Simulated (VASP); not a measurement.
# SrCa (R-3m) in VASP: a series of runs

SrCa is run at these levels: LDA; tasks: single point, relaxation of volume and atoms at fixed shape.

Everything below comes from runs of VASP 6.6.1. Logs are shortened: lines on timing, memory, paths and dates and some standing lists are left out, and cuts for length are marked.

## Step 1: The cell of the first run

The structure is trigonal, space group R-3m (No. 166). The conventional cell has a = 3.934 Å, b = 3.934 Å, c = 19.225 Å, α = 90.00°, β = 90.00°, γ = 120.00°. Sr (site symmetry -3m) has 6 Ca at 3.93 Å and 6 Sr at 3.93 Å within 5.2 Å. Ca (site symmetry -3m) has 6 Sr at 3.93 Å and 6 Ca at 3.93 Å within 5.2 Å.

## Step 2: Single point, LDA

Contents of INCAR:

```
ALGO = Normal ; EDIFF = 1E-6
ENCUT = 520 ; GGA = CA
ISIF = 2 ; ISMEAR = 0
LASPH = True ; LCHARG = False
LREAL = False ; LWAVE = False
NBANDS = 17 ; NELM = 80
PREC = Accurate ; SIGMA = 0.1
```

Contents of KPOINTS:

```
k-points
0
Gamma
  6 6 6
```

Contents of POSCAR:

```
SrCa
1.0
    1.9671419471      1.1357299327      6.4084594518
   -1.9671419471      1.1357299327      6.4084594518
    0.0000000000     -2.2714598654      6.4084594518
Sr Ca
1 1
Direct
    0.5000000000      0.5000000000      0.5000000000
    0.0000000000      0.0000000000      0.0000000000
```

Potentials or basis: VASP PAW LDA potentials, release 64 (Sr_sv, Ca_sv).

Run with:

```sh
$ cat potpaw_LDA.64/Sr_sv/POTCAR potpaw_LDA.64/Ca_sv/POTCAR > POTCAR
$ mpirun -np 1 vasp_std > vasp.out
```

OUTCAR:

```text
EDIFF = 1E-6
   ENCUT = 520
   GGA = CA
   ISIF = 2
   ISMEAR = 0
   LASPH = True
   LREAL = False
   NELM = 80
   PREC = Accurate

 ion  position               nearest neighbor table
   1  0.500  0.500  0.500-   2 3.93   2 3.93   2 3.93   2 3.93   2 3.93   2 3.93
   2  0.000  0.000  0.000-   1 3.93   1 3.93   1 3.93   1 3.93   1 3.93   1 3.93

  LATTYP: Found a trigonal (rhomboedric) cell.
 ALAT       =     6.7991089464
 COS(alpha) =     0.8325838332

  Lattice vectors:

 A1 = (   1.9671419471,   1.1357299327,   6.4084594518)
 A2 = (  -1.9671419471,   1.1357299327,   6.4084594518)
 A3 = (   0.0000000000,  -2.2714598654,   6.4084594518)

Analysis of symmetry for initial positions (statically):
=====================================================================
 Subroutine PRICEL returns:
 Original cell was already a primitive cell.

 Routine SETGRP: Setting up the symmetry group for a
 trigonal (rhombohedral) supercell.

 Subroutine GETGRP returns: Found 12 space group operations
 (whereof 12 operations were pure point group operations)
 out of a pool of 12 trial point group operations.

The static configuration has the point symmetry D_3d.

Analysis of symmetry for dynamics (positions and initial velocities):
=====================================================================
 Subroutine PRICEL returns:
 Original cell was already a primitive cell.

 Routine SETGRP: Setting up the symmetry group for a
 trigonal (rhombohedral) supercell.

 Subroutine GETGRP returns: Found 12 space group operations
 (whereof 12 operations were pure point group operations)
 out of a pool of 12 trial point group operations.

The dynamic configuration has the point symmetry D_3d.

 Subroutine INISYM returns: Found 12 space group operations
 (whereof 12 operations are pure point group operations),
 and found     1 'primitive' translations

----------------------------------------------------------------------------------------

                                     Primitive cell

  volume of cell :      85.9045

  direct lattice vectors                    reciprocal lattice vectors
     1.967141947  1.135729933  6.408459452     0.254175862  0.146748502  0.052014581
    -1.967141947  1.135729933  6.408459452    -0.254175862  0.146748502  0.052014581
     0.000000000 -2.271459865  6.408459452     0.000000000 -0.293497005  0.052014581

  length of vectors
     6.799108946  6.799108946  6.799108946     0.298070476  0.298070476  0.298070476

  position of ions in fractional coordinates (direct lattice)
     0.500000000  0.500000000  0.500000000
     0.000000000  0.000000000  0.000000000

  ion indices of the primitive-cell ions
   primitive index   ion index
                 1           1
                 2           2

----------------------------------------------------------------------------------------

 KPOINTS: k-points

Automatic generation of k-mesh.
 Grid dimensions read from file:
 generate k-points for:    6    6    6

 Generating k-lattice:

  Cartesian coordinates                     Fractional coordinates (reciprocal lattice)
     0.042362644  0.024458084  0.008669097     0.166666667 -0.000000000  0.000000000
    -0.042362644  0.024458084  0.008669097    -0.000000000  0.166666667  0.000000000
     0.000000000 -0.048916167  0.008669097     0.000000000  0.000000000  0.166666667

  Length of vectors
     0.049678413  0.049678413  0.049678413

  Shift w.r.t. Gamma in fractional coordinates (k-lattice)
     0.000000000  0.000000000  0.000000000

 Subroutine IBZKPT returns following result:
 ===========================================

 Found     32 irreducible k-points:

 Following reciprocal coordinates:
            Coordinates               Weight
  0.000000  0.000000  0.000000      1.000000
  0.166667  0.000000  0.000000      6.000000
  0.333333  0.000000  0.000000      6.000000
  0.500000  0.000000  0.000000      3.000000
  0.166667  0.166667  0.000000      6.000000
  0.333333  0.166667  0.000000     12.000000
[... 16 lines left out ...]
  0.500000  0.500000  0.166667      6.000000
 -0.333333  0.500000  0.166667     12.000000
 [... further k-points ...]
   k-points           NKPTS =     32   k-points in BZ     NKDIM =     32   number of bands    NBANDS=     17
   number of dos      NEDOS =    301   number of ions     NIONS =      2
   total plane-waves  NPLWV = 157464
   dimension x,y,z NGX =    54 NGY =   54 NGZ =   54
   dimension x,y,z NGXF=   108 NGYF=  108 NGZF=  108
   ions per type =               1   1
   NGX,Y,Z   is equivalent  to a cutoff of  13.20, 13.20, 13.20 a.u.
   NGXF,Y,Z  is equivalent  to a cutoff of  26.41, 26.41, 26.41 a.u.
 SYSTEM =  unknown system
   PREC   = accura    normal or accurate (medium, high low for compatibility)
   ISTART =      0    job   : 0-new  1-cont  2-samecut
   ICHARG =      2    charge: 1-file 2-atom 10-const
   ISPIN  =      1    spin polarized calculation?
   LNONCOLLINEAR =      F non collinear calculations
   LSORBIT =      F    spin-orbit coupling
   LASPH  =      T    aspherical Exc in radial PAW
   ENCUT  =  520.0 eV  38.22 Ry    6.18 a.u.  12.64 12.64 12.64*2*pi/ulx,y,z
   NELM   =     80;   NELMIN=  2; NELMDL= -5     # of ELM steps
   EDIFF  = 0.1E-05   stopping-criterion for ELM
   LREAL  =      F    real-space projection
   EDIFFG = 0.1E-04   stopping-criterion for IOM
   NSW    =      0    number of steps for IOM
   IBRION =     -1    ionic relax: 0-MD 1-quasi-New 2-CG
   NFREE  =      0    steps in history (QN), initial steepest desc. (CG)
   ISIF   =      2    stress and relaxation
   ISYM   =      2    0-nonsym 1-usesym 2-fastsym
   POTIM  = 0.5000    time-step for ionic-motion
   TEBEG  =    0.0;   TEEND  =   0.0 temperature during run
   PSTRESS=    0.0 pullay stress
   NELECT =      20.0000    total number of electrons
   NUPDOWN=      -1.0000    fix difference up-down
   EMIN   =  10.00;   EMAX   =-10.00  energy-range for DOS
   EFERMI =   0.00;   METHOD = LEGACY
   ISMEAR =     0;   SIGMA  =   0.10  broadening in eV -4-tet -1-fermi 0-gaus
   EFERMI_NEDOS =   21; number of points for ismear=-14 and -15
   IALGO  =     38    algorithm
   IMIX   =      4    mixing-type and parameters
     AMIX     =   0.40;   BMIX     =  1.00
     AMIX_MAG =   1.60;   BMIX_MAG =  1.00
  volume/ion in A,a.u.               =      42.95       289.86
  Fermi-wavevector in a.u.,A,eV,Ry     =   1.007116  1.903174 13.800160  1.014283
  Thomas-Fermi vector in A             =   2.139901
   LORBIT       =      0    0 simple, 1 ext, 2 COOP (PROOUT), +10 PAW based schemes
   GGA     = CA    functional components
   LHFCALC =     F    Hartree Fock is set to
   AEXX    =    0.0000 exact exchange contribution
   IVDW    =     0    specifies the selected vdW correction
   LEPSILON=     F    determine dielectric tensor
   LRPA    =     F    only Hartree local field effects (RPA)
 non-spin polarized calculation
 Gauss-broadening in eV      SIGMA  =   0.10
  energy-cutoff  :      520.00
  volume of cell :       85.90
 maximum number of plane-waves:      2334
 NGX is ok and might be reduce to    54
   NGX = 25   NGY = 25   NGZ = 25

 number of electron      19.9999999 magnetization

 Free energy of the ion-electron system (eV)
  ---------------------------------------------------
  ext. energy  EPLUGINS =         0.00000000
  ---------------------------------------------------
  free energy    TOTEN  =        -4.04146655 eV

  energy without entropy =       -4.02287115  energy(sigma->0) =       -4.03216885

 E-fermi :   2.0629     XC(G=0):  -8.1394

 val. band max:        2.0489946370   @ k =   0.5000   0.1667   0.0000
 cond. band min:       2.0640013040   @ k =  -0.3333   0.3333   0.0000
 fundamental gap:      0.0150066669
 Fermi energy:         2.0628809294

 k-point     1 :       0.0000    0.0000    0.0000
  band No.  band energies     occupation
      1     -39.5148      2.00000
      2     -33.9592      2.00000
      3     -20.8251      2.00000
      4     -20.7446      2.00000
      5     -20.7446      2.00000
      6     -16.0817      2.00000
[... 9 lines left out ...]
     16       4.3821      0.00000
     17       5.6970      0.00000

 k-point     2 :       0.1667    0.0000    0.0000
  band No.  band energies     occupation
      1     -39.5125      2.00000
      2     -33.9519      2.00000
      3     -20.8210      2.00000
      4     -20.7707      2.00000
      5     -20.7509      2.00000
      6     -16.0695      2.00000
[... 9 lines left out ...]
     16       4.5782      0.00000
     17       5.2893      0.00000

 k-point     3 :       0.3333    0.0000    0.0000
  band No.  band energies     occupation
      1     -39.5081      2.00000
      2     -33.9373      2.00000
      3     -20.8223      2.00000
      4     -20.8127      2.00000
      5     -20.7634      2.00000
      6     -16.1809      2.00000
[... 9 lines left out ...]
     16       5.1281      0.00000
     17       5.5033      0.00000

 k-point     4 :       0.5000    0.0000    0.0000
  band No.  band energies     occupation
      1     -39.5058      2.00000
      2     -33.9299      2.00000
      3     -20.8478      2.00000
      4     -20.8086      2.00000
      5     -20.7696      2.00000
      6     -16.2659      2.00000
[... 9 lines left out ...]
     16       5.4251      0.00000
     17       6.0056      0.00000

 k-point     5 :       0.1667    0.1667    0.0000
  band No.  band energies     occupation
      1     -39.5125      2.00000
      2     -33.9519      2.00000
      3     -20.8209      2.00000
      4     -20.7707      2.00000
      5     -20.7509      2.00000
      6     -16.0698      2.00000
[... 9 lines left out ...]
     16       4.5858      0.00000
     17       5.5214      0.00000

 k-point     6 :       0.3333    0.1667    0.0000
  band No.  band energies     occupation
      1     -39.5092      2.00000
      2     -33.9409      2.00000
      3     -20.8148      2.00000
      4     -20.8046      2.00000
      5     -20.7652      2.00000
      6     -16.1206      2.00000
[... 9 lines left out ...]
     16       4.9139      0.00000
     17       5.1750      0.00000

 k-point     7 :       0.5000    0.1667    0.0000
  band No.  band energies     occupation
      1     -39.5058      2.00000
      2     -33.9299      2.00000
      3     -20.8348      2.00000
      4     -20.8088      2.00000
      5     -20.7830      2.00000
      6     -16.2213      2.00000
[... 9 lines left out ...]
     16       5.2151      0.00000
     17       5.7430      0.00000

 k-point     8 :      -0.3333    0.1667    0.0000
  band No.  band energies     occupation
      1     -39.5058      2.00000
      2     -33.9299      2.00000
      3     -20.8347      2.00000
      4     -20.8089      2.00000
      5     -20.7831      2.00000
      6     -16.2215      2.00000
[... 9 lines left out ...]
     16       4.9747      0.00000
     17       5.6945      0.00000
[... 203 lines left out ...]
      1     -39.5125      2.00000
      2     -33.9520      2.00000
      3     -20.8202      2.00000
      4     -20.7708      2.00000
      5     -20.7509      2.00000
      6     -16.0721      2.00000
[... 9 lines left out ...]
     16       4.6944      0.00000
     17       5.4806      0.00000

 k-point    20 :       0.5000    0.3333    0.1667
  band No.  band energies     occupation
      1     -39.5092      2.00000
      2     -33.9410      2.00000
      3     -20.8145      2.00000
      4     -20.8048      2.00000
      5     -20.7652      2.00000
      6     -16.1200      2.00000
[... 9 lines left out ...]
     16       5.0614      0.00000
     17       5.3379      0.00000

 k-point    21 :      -0.3333    0.3333    0.1667
  band No.  band energies     occupation
      1     -39.5058      2.00000
      2     -33.9299      2.00000
      3     -20.8350      2.00000
      4     -20.8090      2.00000
      5     -20.7830      2.00000
      6     -16.2205      2.00000
[... 9 lines left out ...]
     16       5.4676      0.00000
     17       5.9768      0.00000

 k-point    22 :      -0.1667    0.3333    0.1667
  band No.  band energies     occupation
      1     -39.5058      2.00000
      2     -33.9299      2.00000
      3     -20.8349      2.00000
      4     -20.8091      2.00000
      5     -20.7830      2.00000
      6     -16.2209      2.00000
[... 9 lines left out ...]
     16       5.1187      0.00000
     17       5.8549      0.00000

 k-point    23 :       0.5000    0.5000    0.1667
  band No.  band energies     occupation
      1     -39.5081      2.00000
      2     -33.9373      2.00000
      3     -20.8228      2.00000
      4     -20.8128      2.00000
      5     -20.7634      2.00000
      6     -16.1793      2.00000
[... 9 lines left out ...]
     16       5.4115      0.00000
     17       6.4192      0.00000

 k-point    24 :      -0.3333    0.5000    0.1667
  band No.  band energies     occupation
      1     -39.5058      2.00000
      2     -33.9299      2.00000
      3     -20.8352      2.00000
      4     -20.8091      2.00000
      5     -20.7830      2.00000
      6     -16.2198      2.00000
[... 9 lines left out ...]
     16       5.6660      0.00000
     17       6.1117      0.00000

 [... further k-points ...]
[... 5 lines left out ...]
  --------------------------------------------------------------------------------------
  -------------------------------------------------------------------------------------
  Total        0.0117734      0.0117734     -0.0304216      0.0000000      0.0000000     -0.0000000
  in kB        0.2195825      0.2195825     -0.5673830      0.0000000      0.0000000     -0.0000000
  external PRESSURE =      -0.0427394 kB  Pullay stress =       0.0000000 kB

 VOLUME and BASIS-vectors are now :
 -----------------------------------------------------------------------------
  energy-cutoff  :      520.00
  volume of cell :       85.90
      direct lattice vectors                 reciprocal lattice vectors
     1.967141947  1.135729933  6.408459452     0.254175862  0.146748502  0.052014581
    -1.967141947  1.135729933  6.408459452    -0.254175862  0.146748502  0.052014581
     0.000000000 -2.271459865  6.408459452     0.000000000 -0.293497005  0.052014581

 POSITION                                       TOTAL-FORCE (eV/Angst)
 -----------------------------------------------------------------------------------
      0.00000      0.00000      9.61269         0.000000      0.000000      0.000000
      0.00000      0.00000      0.00000         0.000000     -0.000000     -0.000000
 -----------------------------------------------------------------------------------
    total drift:                                0.000000      0.000000      0.000000

  FREE ENERGIE OF THE ION-ELECTRON SYSTEM (eV)
  ---------------------------------------------------
  free  energy   TOTEN  =        -4.0414665521 eV

  energy  without entropy=       -4.0228711501  energy(sigma->0) =       -4.03216885
```

Wall time 1.9 min (1 thread of Intel Xeon Platinum 8259CL at 2.50GHz (Skylake/Cascade Lake), shared host); peak memory 0.32 GiB.

Results:

```
Free energy            : -4.0415 eV
Pressure               : 0.0 GPa
Band gap on the k mesh : zero (band 10 reaches 2.07 eV, above the bottom of band 11 at 2.06 eV)
```

Stress tensor (GPa, compression positive):
```
 0.02  0.00  0.00
 0.00  0.02  0.00
 0.00  0.00 -0.06
```

Levels at points of the mesh, in eV from the Fermi level:
| k point | band 7 | band 8 | band 9 | band 10 | band 11 | band 12 | band 13 | band 14 |
| --- | --- | --- | --- | --- | --- | --- | --- | --- |
| (0.00, 0.00, 0.00) | -17.98 | -17.98 | -4.04 | -1.19 | 0.18 | 2.11 | 2.11 | 2.29 |
| (0.50, 0.00, 0.00) | -18.10 | -18.06 | -0.96 | -0.65 | 0.05 | 0.56 | 1.23 | 1.36 |
| (0.50, 0.50, 0.00) | -18.09 | -18.06 | -1.23 | -0.74 | 0.11 | 0.27 | 1.38 | 2.13 |
| (0.50, 0.50, 0.50) | -17.98 | -17.98 | -2.95 | -2.94 | 1.25 | 1.34 | 2.28 | 2.28 |

[end of part 1 of 2]
